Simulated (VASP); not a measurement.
ScAlH6:

```
CELL_PARAMETERS angstrom
3.32750 0.00000 0.00000
0.00000 3.32750 0.00000
0.00000 0.00000 7.40846
ATOMIC_POSITIONS crystal
Sc 0.50000 0.50000 0.50000
H 0.50000 0.50000 0.00000
H 0.00000 0.00000 0.50000
H 0.00000 0.50000 0.25110
H 0.50000 0.00000 0.74890
H 0.50000 0.00000 0.25110
H 0.00000 0.50000 0.74890
Al 0.00000 0.00000 0.00000
```

| Quantity | Value |
| --- | --- |
| Program | VASP 6.6.1 |
| Task | relaxation of cell and atoms |
| Functional | PBEsol |
| Potentials or basis | VASP PAW PBE potentials, release 64 (Sc_sv, H, Al) |
| Cutoff | 600 eV |
| k mesh | 6 × 6 × 4 |
| Occupations | fermi-dirac, width 0.03 eV |
| Spin | no spin polarisation |

At the start: pressure -19.6 GPa; volume 10.25 Å³/atom.

How do energy, volume and symmetry change on relaxing?

Over 30 steps the energy falls by 416.5 meV/atom and the volume is 6.16 Å³/atom (-39.9 %); space group P4/mmm (No. 123, to 0.05 Å).

Step by step:
```tsv
step	energy change (eV)	largest force (eV/Å)	pressure (GPa)	volume (Å³)
1	0.0000	0.4267	-19.64	82.03
2	-1.6430	0.2448	-16.33	68.00
3	-2.5561	0.0257	-6.90	56.43
4	-0.4406	1.0832	61.37	37.38
5	-2.6493	0.1151	-2.43	53.38
6	-2.6595	0.1611	0.07	52.02
7	-2.7674	0.2025	0.37	51.28
8	-2.8394	0.2719	2.54	49.32
9	-2.8700	0.1419	-0.47	50.51
10	-2.8725	0.1025	-1.46	50.93
11	-2.8851	0.0623	-0.77	50.45
12	-2.9038	0.0763	1.92	49.03
13	-2.9072	0.0787	2.04	48.97
14	-2.9192	0.0964	2.42	48.77
15	-2.9411	0.1597	3.20	48.36
16	-2.9768	0.2906	4.90	47.54
17	-2.9250	0.7587	9.71	45.79
18	-2.9915	0.3151	5.67	47.24
19	-2.9892	0.5039	7.39	46.53
20	-2.9969	0.3790	6.23	46.97
21	-3.0085	0.4183	6.29	46.92
22	-3.0255	0.5264	6.61	46.79
23	-3.0268	0.5750	6.81	46.74
24	-3.0492	0.5578	6.24	46.94
25	-3.1091	0.5048	4.55	47.57
26	-3.1985	0.4140	1.66	48.81
27	-3.2711	0.2430	-3.65	51.32
28	-3.2946	0.1938	-2.91	50.88
29	-3.3308	0.0373	-0.43	49.54
30	-3.3319	0.0054	0.11	49.27
```

Final structure:
```
CELL_PARAMETERS angstrom
3.24473 0.00000 0.00000
0.00000 3.24473 0.00000
0.00000 0.00000 4.67998
ATOMIC_POSITIONS crystal
Sc 0.50000 0.50000 0.50000
H 0.50000 0.50000 0.00000
H 0.00000 0.00000 0.50000
H 0.00000 0.50000 0.22738
H 0.50000 0.00000 0.77262
H 0.50000 0.00000 0.22738
H 0.00000 0.50000 0.77262
Al 0.00000 0.00000 0.00000
```

Caveat: the volume moved by over 15 % at a fixed basis, so the end points are rough; the PAW data sets were made with another functional, which shifts forces and pressure a little.
